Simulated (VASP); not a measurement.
# Zn (Pm-3m) in VASP: further runs

Zn is run at these levels: r2SCAN; tasks: single point.

All numbers are computed with VASP 6.6.1; they aren't measurements. Logs are shortened: lines on timing, memory, paths and dates and some standing lists are left out, and cuts for length are marked.

## Step 1: The cell of the first run

The structure is cubic, space group Pm-3m (No. 221). Conventional cell: a = 2.546 Å, b = 2.546 Å, c = 2.546 Å, α = 90.00°, β = 90.00°, γ = 90.00°. Within 3.4 Å of Zn (site symmetry m-3m) lie 6 Zn at 2.55 Å.

This isn't the form of Zn at room conditions, which is hcp.

## Step 2: Single point, r2SCAN (16.51 Å³/atom)

File POSCAR:

```
Zn
1.0
    2.5462732267      0.0000000000      0.0000000000
    0.0000000000      2.5462732267      0.0000000000
    0.0000000000      0.0000000000      2.5462732267
Zn
1
Direct
    0.0000000000      0.0000000000      0.0000000000
```

File INCAR.step1:

```
SYSTEM = Zn
ALGO = Normal
EDIFF = 1E-5
ENCUT = 550
GGA = PE
GGA_COMPAT = .FALSE.
ISMEAR = -1
LASPH = .TRUE.
LCHARG = .FALSE.
LREAL = .FALSE.
LWAVE = .TRUE.
NBANDS = 12
NELM = 120
PREC = Accurate
SIGMA = 0.1
```

File INCAR.step2:

```
SYSTEM = Zn
ALGO = Normal
EDIFF = 1E-6
ENCUT = 550
GGA_COMPAT = .FALSE.
ISIF = 2
ISMEAR = -1
ISTART = 1
LASPH = .TRUE.
LCHARG = .FALSE.
LMIXTAU = .TRUE.
LREAL = .FALSE.
LWAVE = .FALSE.
METAGGA = R2SCAN
NBANDS = 12
NELM = 120
PREC = Accurate
SIGMA = 0.1
```

File KPOINTS:

```
k-points
0
G
  14 14 14
  0 0 0
```

Potentials or basis: VASP PAW PBE potentials, release 64 (Zn).

The run is started by

```bash
cat potpaw_PBE.64/Zn/POTCAR > POTCAR
cp INCAR.step1 INCAR
mpirun -np 1 vasp_std > vasp.out
cp INCAR.step2 INCAR
mpirun -np 1 vasp_std > vasp.out
```

OUTCAR:

```text
SYSTEM = Zn
   EDIFF = 1E-6
   ENCUT = 550
   ISIF = 2
   ISMEAR = -1
   ISTART = 1
   LASPH = .TRUE.
   LREAL = .FALSE.
   METAGGA = R2SCAN
   NELM = 120
   PREC = Accurate

 ion  position               nearest neighbor table
   1  0.000  0.000  0.000-

  LATTYP: Found a simple cubic cell.
 ALAT       =     2.5462732267

  Lattice vectors:

 A1 = (   2.5462732267,   0.0000000000,   0.0000000000)
 A2 = (   0.0000000000,   2.5462732267,   0.0000000000)
 A3 = (   0.0000000000,   0.0000000000,   2.5462732267)

Analysis of symmetry for initial positions (statically):
=====================================================================
 Subroutine PRICEL returns:
 Original cell was already a primitive cell.

 Routine SETGRP: Setting up the symmetry group for a
 simple cubic supercell.

 Subroutine GETGRP returns: Found 48 space group operations
 (whereof 48 operations were pure point group operations)
 out of a pool of 48 trial point group operations.

The static configuration has the point symmetry O_h .

Analysis of symmetry for dynamics (positions and initial velocities):
=====================================================================
 Subroutine PRICEL returns:
 Original cell was already a primitive cell.

 Routine SETGRP: Setting up the symmetry group for a
 simple cubic supercell.

 Subroutine GETGRP returns: Found 48 space group operations
 (whereof 48 operations were pure point group operations)
 out of a pool of 48 trial point group operations.

The dynamic configuration has the point symmetry O_h .

 Subroutine INISYM returns: Found 48 space group operations
 (whereof 48 operations are pure point group operations),
 and found     1 'primitive' translations

----------------------------------------------------------------------------------------

                                     Primitive cell

  volume of cell :      16.5088

  direct lattice vectors                    reciprocal lattice vectors
     2.546273227  0.000000000  0.000000000     0.392730831  0.000000000  0.000000000
     0.000000000  2.546273227  0.000000000     0.000000000  0.392730831  0.000000000
     0.000000000  0.000000000  2.546273227     0.000000000  0.000000000  0.392730831

  length of vectors
     2.546273227  2.546273227  2.546273227     0.392730831  0.392730831  0.392730831

  position of ions in fractional coordinates (direct lattice)
     0.000000000  0.000000000  0.000000000

  ion indices of the primitive-cell ions
   primitive index   ion index
                 1           1

----------------------------------------------------------------------------------------

 KPOINTS: k-points

Automatic generation of k-mesh.
 Grid dimensions read from file:
 generate k-points for:   14   14   14

 Generating k-lattice:

  Cartesian coordinates                     Fractional coordinates (reciprocal lattice)
     0.028052202  0.000000000  0.000000000     0.071428571  0.000000000  0.000000000
     0.000000000  0.028052202  0.000000000     0.000000000  0.071428571  0.000000000
     0.000000000  0.000000000  0.028052202     0.000000000  0.000000000  0.071428571

  Length of vectors
     0.028052202  0.028052202  0.028052202

  Shift w.r.t. Gamma in fractional coordinates (k-lattice)
     0.000000000  0.000000000  0.000000000

 Subroutine IBZKPT returns following result:
 ===========================================

 Found    120 irreducible k-points:

 Following reciprocal coordinates:
            Coordinates               Weight
  0.000000  0.000000  0.000000      1.000000
  0.071429  0.000000  0.000000      6.000000
  0.142857  0.000000  0.000000      6.000000
  0.214286  0.000000  0.000000      6.000000
  0.285714  0.000000  0.000000      6.000000
  0.357143  0.000000  0.000000      6.000000
[... 16 lines left out ...]
  0.285714  0.214286  0.000000     24.000000
  0.357143  0.214286  0.000000     24.000000
 [... further k-points ...]
   k-points           NKPTS =    120   k-points in BZ     NKDIM =    120   number of bands    NBANDS=     12
   number of dos      NEDOS =    301   number of ions     NIONS =      1
   total plane-waves  NPLWV =   8000
   dimension x,y,z NGX =    20 NGY =   20 NGZ =   20
   dimension x,y,z NGXF=    40 NGYF=   40 NGZF=   40
   ions per type =               1
   NGX,Y,Z   is equivalent  to a cutoff of  13.06, 13.06, 13.06 a.u.
   NGXF,Y,Z  is equivalent  to a cutoff of  26.12, 26.12, 26.12 a.u.
 SYSTEM =  Zn
   PREC   = accura    normal or accurate (medium, high low for compatibility)
   ISTART =      1    job   : 0-new  1-cont  2-samecut
   ICHARG =      0    charge: 1-file 2-atom 10-const
   ISPIN  =      1    spin polarized calculation?
   LNONCOLLINEAR =      F non collinear calculations
   LSORBIT =      F    spin-orbit coupling
   LASPH  =      T    aspherical Exc in radial PAW
   ENCUT  =  550.0 eV  40.42 Ry    6.36 a.u.   4.87  4.87  4.87*2*pi/ulx,y,z
   NELM   =    120;   NELMIN=  2; NELMDL=  0     # of ELM steps
   EDIFF  = 0.1E-05   stopping-criterion for ELM
   LREAL  =      F    real-space projection
   EDIFFG = 0.1E-04   stopping-criterion for IOM
   NSW    =      0    number of steps for IOM
   IBRION =     -1    ionic relax: 0-MD 1-quasi-New 2-CG
   NFREE  =      0    steps in history (QN), initial steepest desc. (CG)
   ISIF   =      2    stress and relaxation
   ISYM   =      2    0-nonsym 1-usesym 2-fastsym
   POTIM  = 0.5000    time-step for ionic-motion
   TEBEG  =    0.0;   TEEND  =   0.0 temperature during run
   PSTRESS=    0.0 pullay stress
   NELECT =      12.0000    total number of electrons
   NUPDOWN=      -1.0000    fix difference up-down
   EMIN   =  10.00;   EMAX   =-10.00  energy-range for DOS
   EFERMI =   0.00;   METHOD = LEGACY
   ISMEAR =    -1;   SIGMA  =   0.10  broadening in eV -4-tet -1-fermi 0-gaus
   EFERMI_NEDOS =   21; number of points for ismear=-14 and -15
   IALGO  =     38    algorithm
   IMIX   =      4    mixing-type and parameters
     AMIX     =   0.40;   BMIX     =  1.00
     AMIX_MAG =   1.60;   BMIX_MAG =  1.00
  volume/ion in A,a.u.               =      16.51       111.41
  Fermi-wavevector in a.u.,A,eV,Ry     =   1.471963  2.781607 29.479406  2.166675
  Thomas-Fermi vector in A             =   2.587035
   LORBIT       =      0    0 simple, 1 ext, 2 COOP (PROOUT), +10 PAW based schemes
   METAGGA = R2SCAN    functional components
   LHFCALC =     F    Hartree Fock is set to
   AEXX    =    0.0000 exact exchange contribution
   IVDW    =     0    specifies the selected vdW correction
   LEPSILON=     F    determine dielectric tensor
   LRPA    =     F    only Hartree local field effects (RPA)
 non-spin polarized calculation
  energy-cutoff  :      550.00
  volume of cell :       16.51
 maximum number of plane-waves:       500
 NGX is ok and might be reduce to    20
   NGX =  9   NGY =  9   NGZ =  9

 number of electron      11.9999999 magnetization

 Free energy of the ion-electron system (eV)
  ---------------------------------------------------
  ext. energy  EPLUGINS =         0.00000000
  ---------------------------------------------------
  free energy    TOTEN  =        -8.60212293 eV

  energy without entropy =       -8.59075215  energy(sigma->0) =       -8.59643754

 E-fermi :   2.2237     XC(G=0): -11.9875

 val. band max:        2.1524377918   @ k =   0.4286   0.2143   0.0000
 cond. band min:       2.2524868152   @ k =   0.4286   0.3571   0.2857
 fundamental gap:      0.1000490234
 Fermi energy:         2.2236910311

 k-point     1 :       0.0000    0.0000    0.0000
  band No.  band energies     occupation
      1      -7.7805      2.00000
      2      -6.3019      2.00000
      3      -6.3019      2.00000
      4      -4.8984      2.00000
      5      -4.8984      2.00000
      6      -4.8984      2.00000
      7      15.9799      0.00000
      8      15.9799      0.00000
      9      15.9799      0.00000
     10      18.7210      0.00000
     11      18.7210      0.00000
     12      22.8088      0.00000

 k-point     2 :       0.0714    0.0000    0.0000
  band No.  band energies     occupation
      1      -7.6543      2.00000
      2      -6.2942      2.00000
      3      -6.2647      2.00000
      4      -4.9194      2.00000
      5      -4.9194      2.00000
      6      -4.8966      2.00000
      7      13.9967      0.00000
      8      16.1284      0.00000
      9      16.1284      0.00000
     10      18.8135      0.00000
     11      20.2233      0.00000
     12      23.5690      0.00000

 k-point     3 :       0.1429    0.0000    0.0000
  band No.  band energies     occupation
      1      -7.2945      2.00000
      2      -6.2725      2.00000
      3      -6.1399      2.00000
      4      -4.9778      2.00000
      5      -4.9778      2.00000
      6      -4.8917      2.00000
      7      11.1335      0.00000
      8      16.5683      0.00000
      9      16.5683      0.00000
     10      19.0930      0.00000
     11      21.3297      0.00000
     12      26.1525      0.00000
[... 286 lines left out ...]
 k-point    23 :       0.2857    0.2143    0.0000
  band No.  band energies     occupation
      1      -6.1618      2.00000
      2      -5.7333      2.00000
      3      -5.5839      2.00000
      4      -5.1304      2.00000
      5      -5.0285      2.00000
      6      -4.1407      2.00000
      7       6.6532      0.00000
      8      10.6605      0.00000
      9      19.5364      0.00000
     10      20.7409      0.00000
     11      22.5324      0.00000
     12      30.4789      0.00000

 k-point    24 :       0.3571    0.2143    0.0000
  band No.  band energies     occupation
      1      -6.1000      2.00000
      2      -5.7300      2.00000
      3      -5.5320      2.00000
      4      -5.2070      2.00000
      5      -5.0194      2.00000
      6      -2.9895      2.00000
      7       4.3201      0.00000
      8      11.6705      0.00000
      9      18.6597      0.00000
     10      20.6899      0.00000
     11      23.2191      0.00000
     12      28.8905      0.00000

 [... further k-points ...]
[... 5 lines left out ...]
  --------------------------------------------------------------------------------------
  -------------------------------------------------------------------------------------
  Total        0.3203224      0.3203224      0.3203224     -0.0000000     -0.0000000      0.0000000
  in kB       31.0872934     31.0872934     31.0872934     -0.0000000     -0.0000000      0.0000000
  external PRESSURE =      31.0872934 kB  Pullay stress =       0.0000000 kB

 VOLUME and BASIS-vectors are now :
 -----------------------------------------------------------------------------
  energy-cutoff  :      550.00
  volume of cell :       16.51
      direct lattice vectors                 reciprocal lattice vectors
     2.546273227  0.000000000  0.000000000     0.392730831  0.000000000  0.000000000
     0.000000000  2.546273227  0.000000000     0.000000000  0.392730831  0.000000000
     0.000000000  0.000000000  2.546273227     0.000000000  0.000000000  0.392730831

 POSITION                                       TOTAL-FORCE (eV/Angst)
 -----------------------------------------------------------------------------------
      0.00000      0.00000      0.00000         0.000000      0.000000      0.000000
 -----------------------------------------------------------------------------------
    total drift:                                0.000000      0.000000      0.000000

  FREE ENERGIE OF THE ION-ELECTRON SYSTEM (eV)
  ---------------------------------------------------
  free  energy   TOTEN  =        -8.6021229258 eV

  energy  without entropy=       -8.5907521463  energy(sigma->0) =       -8.59643754
```

Wall time 29 s (1 thread of Intel Xeon 6975P-C (Granite Rapids), shared host); peak memory 0.14 GiB.

Results:

| Quantity | Value |
| --- | --- |
| Free energy | -8.6021 eV |
| Pressure | 3.1 GPa |
| Band gap on the k mesh | zero (bands 6 and 7 overlap by 9.06 eV) |

Caveat: the cell stands under pressure; the PAW data sets were made with another functional, which shifts forces and pressure a little.

## Step 3: Single point, r2SCAN (17.20 Å³/atom)

This run uses another cell than the first one, of 17.20 Å³/atom.

File POSCAR:

```
Zn
1.0
    2.5811580167      0.0000000000      0.0000000000
    0.0000000000      2.5811580167      0.0000000000
    0.0000000000      0.0000000000      2.5811580167
Zn
1
Direct
    0.0000000000      0.0000000000      0.0000000000
```

File INCAR.step1:

```
SYSTEM = Zn
PREC     = Accurate       ! precision mode
ENCUT    = 550            ! plane-wave cutoff, eV
ISMEAR   = -1             ! smearing method
SIGMA    = 0.1            ! smearing width, eV
LREAL    = .FALSE.        ! projectors in reciprocal space
LASPH    = .TRUE.         ! aspherical terms in the spheres
NELM     = 120            ! most SCF steps
NBANDS   = 12             ! bands
GGA      = PE             ! functional
ALGO     = Normal         ! electronic algorithm
EDIFF    = 1E-5           ! SCF threshold, eV
LWAVE    = .TRUE.         ! write WAVECAR
LCHARG   = .FALSE.        ! write CHGCAR
GGA_COMPAT= .FALSE.
```

File INCAR.step2:

```
SYSTEM = Zn
PREC     = Accurate       ! precision mode
ENCUT    = 550            ! plane-wave cutoff, eV
EDIFF    = 1E-6           ! SCF threshold, eV
ISMEAR   = -1             ! smearing method
SIGMA    = 0.1            ! smearing width, eV
LREAL    = .FALSE.        ! projectors in reciprocal space
LASPH    = .TRUE.         ! aspherical terms in the spheres
NELM     = 120            ! most SCF steps
ALGO     = Normal         ! electronic algorithm
ISIF     = 2              ! what is computed and relaxed
LWAVE    = .FALSE.        ! write WAVECAR
LCHARG   = .FALSE.        ! write CHGCAR
METAGGA  = R2SCAN         ! meta-GGA
LMIXTAU  = .TRUE.       
NBANDS   = 12             ! bands
ISTART   = 1            
GGA_COMPAT= .FALSE.
```

File KPOINTS:

```
regular mesh
0
G
  14 14 14
  0 0 0
```

Potentials or basis: VASP PAW PBE potentials, release 64 (Zn).

The run is started by

```bash
cat potpaw_PBE.64/Zn/POTCAR > POTCAR
cp INCAR.step1 INCAR
mpirun -np 1 vasp_std > vasp.out
cp INCAR.step2 INCAR
mpirun -np 1 vasp_std > vasp.out
```

OUTCAR:

```text
SYSTEM = Zn
   PREC = Accurate
   ENCUT = 550
   EDIFF = 1E-6
   ISMEAR = -1
   LREAL = .FALSE.
   LASPH = .TRUE.
   NELM = 120
   ISIF = 2
   METAGGA = R2SCAN
   ISTART = 1

 ion  position               nearest neighbor table
   1  0.000  0.000  0.000-

  LATTYP: Found a simple cubic cell.
 ALAT       =     2.5811580167

  Lattice vectors:

 A1 = (   2.5811580167,   0.0000000000,   0.0000000000)
 A2 = (   0.0000000000,   2.5811580167,   0.0000000000)
 A3 = (   0.0000000000,   0.0000000000,   2.5811580167)

[... 530 lines left out ...]
      5      -5.2233      2.00000
      6      -3.1226      2.00000
      7       4.0094      0.00000
      8      11.1438      0.00000
      9      18.0101      0.00000
     10      19.8928      0.00000
     11      22.4913      0.00000
     12      27.9669      0.00000

 [... further k-points ...]
[... 5 lines left out ...]
  --------------------------------------------------------------------------------------
  -------------------------------------------------------------------------------------
  Total        0.0382338      0.0382338      0.0382338      0.0000000      0.0000000      0.0000000
  in kB        3.5621668      3.5621668      3.5621668      0.0000000      0.0000000      0.0000000
  external PRESSURE =       3.5621668 kB  Pullay stress =       0.0000000 kB

 VOLUME and BASIS-vectors are now :
 -----------------------------------------------------------------------------
  energy-cutoff  :      550.00
  volume of cell :       17.20
      direct lattice vectors                 reciprocal lattice vectors
     2.581158017  0.000000000  0.000000000     0.387423007  0.000000000  0.000000000
     0.000000000  2.581158017  0.000000000     0.000000000  0.387423007  0.000000000
     0.000000000  0.000000000  2.581158017     0.000000000  0.000000000  0.387423007

 POSITION                                       TOTAL-FORCE (eV/Angst)
 -----------------------------------------------------------------------------------
      0.00000      0.00000      0.00000         0.000000      0.000000      0.000000
 -----------------------------------------------------------------------------------
    total drift:                               -0.000000      0.000000      0.000000

  FREE ENERGIE OF THE ION-ELECTRON SYSTEM (eV)
  ---------------------------------------------------
  free  energy   TOTEN  =        -8.6089562930 eV

  energy  without entropy=       -8.5976857585  energy(sigma->0) =       -8.60332103
```

OSZICAR.step1:

```text
N       E                     dE             d eps       ncg     rms          rms(c)
DAV:   1     0.455663144855E+02    0.45566E+02   -0.67409E+03  2924   0.157E+03
DAV:   2     0.558774499841E+00   -0.45008E+02   -0.42107E+02  2984   0.218E+02
DAV:   3    -0.959591964200E+00   -0.15184E+01   -0.15161E+01  3364   0.398E+01
DAV:   4    -0.964170506853E+00   -0.45785E-02   -0.45783E-02  3172   0.219E+00
DAV:   5    -0.964174896497E+00   -0.43896E-05   -0.43893E-05  3292   0.642E-02    0.228E+00
DAV:   6    -0.884182092228E+00    0.79993E-01   -0.41297E-01  3360   0.126E+01    0.170E+00
DAV:   7    -0.879479701809E+00    0.47024E-02   -0.87290E-03  3108   0.172E+00    0.856E-01
DAV:   8    -0.877345443151E+00    0.21343E-02   -0.13085E-03  3328   0.421E-01    0.253E-02
DAV:   9    -0.877350041457E+00   -0.45983E-05   -0.77901E-05  3792   0.104E-01
   1 F= -.87735004E+00 E0= -.87157235E+00  d E =-.115554E-01
```

Run time: 28 s. Hardware: 1 thread of Intel Xeon 6975P-C (Granite Rapids), shared host; peak memory 0.14 GiB.

Results:

* Free energy: -8.6090 eV
* Pressure: 0.4 GPa
* Band gap on the k mesh: zero (bands 6 and 7 overlap by 8.92 eV)

Caveat: the PAW data sets were made with another functional, which shifts forces and pressure a little.

## Step 4: Single point, r2SCAN (17.88 Å³/atom)

This run uses another cell than the first one, of 17.88 Å³/atom.

File POSCAR:

```
Zn
1.0
    2.6151245174      0.0000000000      0.0000000000
    0.0000000000      2.6151245174      0.0000000000
    0.0000000000      0.0000000000      2.6151245174
Zn
1
Direct
    0.0000000000      0.0000000000      0.0000000000
```

File INCAR.step1:

```
  ALGO = Normal
  EDIFF = 1E-5
  ENCUT = 550
  GGA = PE
  GGA_COMPAT = F
  ISMEAR = -1
  LASPH = T
  LCHARG = F
  LREAL = F
  LWAVE = T
  NBANDS = 12
  NELM = 120
  PREC = Accurate
  SIGMA = 0.1
```

File INCAR.step2:

```
  ALGO = Normal
  EDIFF = 1E-6
  ENCUT = 550
  GGA_COMPAT = F
  ISIF = 2
  ISMEAR = -1
  ISTART = 1
  LASPH = T
  LCHARG = T
  LELF = T
  LMIXTAU = T
  LREAL = F
  LVHAR = T
  LWAVE = F
  METAGGA = R2SCAN
  NBANDS = 12
  NELM = 120
  PREC = Accurate
  SIGMA = 0.1
```

File KPOINTS:

```
k-points
0
Gamma
  14 14 14
```

The run is started by

```bash
cat potpaw_PBE.64/Zn/POTCAR > POTCAR
cp INCAR.step1 INCAR
mpirun -np 1 vasp_std > vasp.out
cp INCAR.step2 INCAR
mpirun -np 1 vasp_std > vasp.out
```

It took 25 s on 1 thread of Intel Xeon 6975P-C (Granite Rapids), shared host; peak memory 0.14 GiB.

Results (log left out):

* Free energy: -8.6054 eV
* Pressure: -1.7 GPa
* Band gap on the k mesh: zero (bands 6 and 7 overlap by 8.72 eV)

Levels at points of the mesh, in eV from the Fermi level:
```
           k point  band 4  band 5  band 6  band 7  band 8  band 9
(0.00, 0.00, 0.00)   -7.03   -7.03   -7.03   13.05   13.05   13.05
(0.50, 0.00, 0.00)   -7.38   -7.00   -2.95   -2.90   17.81   17.81
(0.50, 0.50, 0.00)   -7.32   -6.75    1.45    1.45    2.85    6.63
(0.50, 0.50, 0.50)   -6.73   -6.73    5.83    5.83    5.83   10.50
```

Caveat: the PAW data sets were made with another functional, which shifts forces and pressure a little.

## Step 5: Summary

```tsv
cell	gap on the mesh (eV)	pressure (GPa)
a = 2.546 Å, 1 atom	none	3.1
a = 2.581 Å, 1 atom	none	0.4
a = 2.615 Å, 1 atom	none	-1.7
```

Alike in all rows: task single point; level r2SCAN; potentials or basis VASP PAW PBE potentials, release 64 (Zn); no spin polarisation; k mesh 14 × 14 × 14; cutoff (eV) 550; smearing fermi-dirac 0.1 eV.

Caveats: the PAW data sets were made with another functional, which shifts forces and pressure a little; the cell stands under pressure (at least some runs).

Absolute energies hang on the potentials; compare differences alone.

The gap in the log of VASP goes by the Fermi energy; the results here count the filled bands.